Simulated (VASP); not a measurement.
Crystal: S.

```
S
1.0
     4.02136    0.00000    0.00000
    -2.01068    3.48260    0.00000
     0.00000    0.00000    6.43212
S
4
Cartesian
  0.0000 0.0000 1.6080
  0.0000 0.0000 4.8241
  0.0000 2.3217 4.8241
  2.0107 1.1609 1.6080
```

```yaml
Program: VASP 6.6.1
Task: relaxation of cell and atoms
Functional: r2SCAN
Potentials_or_basis: VASP PAW PBE potentials, release 64 (S)
Cutoff: 600 eV
k_mesh: 6 × 6 × 4
Occupations: gaussian, width 0.1 eV
Spin: no spin polarisation
```

At the start: pressure -0.1 GPa; volume 22.52 Å³/atom.

Question: Where does the relaxation end?

Answer: Over 5 steps the energy falls by 4.3 meV/atom and the volume is 23.37 Å³/atom (+3.8 %); space group P6_3/mmc (No. 194, to 0.05 Å).

The path:
```tsv
step	energy change (eV)	largest force (eV/Å)	pressure (GPa)	volume (Å³)
1	0.0000	0.0000	-0.07	90.08
2	-0.0066	0.0000	0.62	89.94
3	-0.0069	0.0000	0.81	89.90
4	-0.0124	0.0000	0.46	91.17
5	-0.0173	0.0000	-0.09	93.48
```

Final structure:
```yaml
crystal:
  lattice:
    - [4.01186, 0.00000, 0.00000]
    - [-2.00593, 3.47437, 0.00000]
    - [0.00000, 0.00000, 6.70640]
  atoms:
    - { symbol: S, position: [0.00000, 0.00000, 0.25000] }
    - { symbol: S, position: [0.00000, 0.00000, 0.75000] }
    - { symbol: S, position: [0.33333, 0.66667, 0.75000] }
    - { symbol: S, position: [0.66667, 0.33333, 0.25000] }
```

Caveat: the PAW data sets were made with another functional, which shifts forces and pressure a little.
